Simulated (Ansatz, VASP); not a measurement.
# CoO: VASP beside Ansatz

```
Co O
1.0
     2.61615    0.00000    0.00000
     0.00000    2.61615    0.00000
     0.00000    0.00000    2.61615
Co O
1 1
Cartesian
  0.0000 0.0000 0.0000
  1.3081 1.3081 1.3081
```

Alike in both runs: task single point; functional PBE; k mesh 16 × 16 × 16; occupations gaussian, width 0.05 eV; no spin polarisation; Hubbard terms Co d U = 4.0 eV.

|  | VASP | Ansatz |
| --- | --- | --- |
| version | VASP 6.6.1 | Ansatz 0.2.0 |
| potentials or method | VASP PAW PBE potentials, release 64 (Co, O), cutoff 520 eV | scalar-relativistic, plane waves, PAW |
| valence electrons in the cell | 15 | 23 |

```csv
,VASP,Ansatz,Ansatz less VASP
gap on the k mesh at the Fermi level (eV),none,none,-
pressure (GPa),-15.8,-11.3,+4.55
```

The programs project onto different local orbitals, so the same U acts differently, and such runs can settle in different states. A gap of «none» marks a metal or a gap that the smearing closes. VASP's potentials hold 15 valence electrons a cell and Ansatz's 23, so a difference there can come from the potentials and not from the codes. Ansatz's warnings: filled band counts differ across k points.
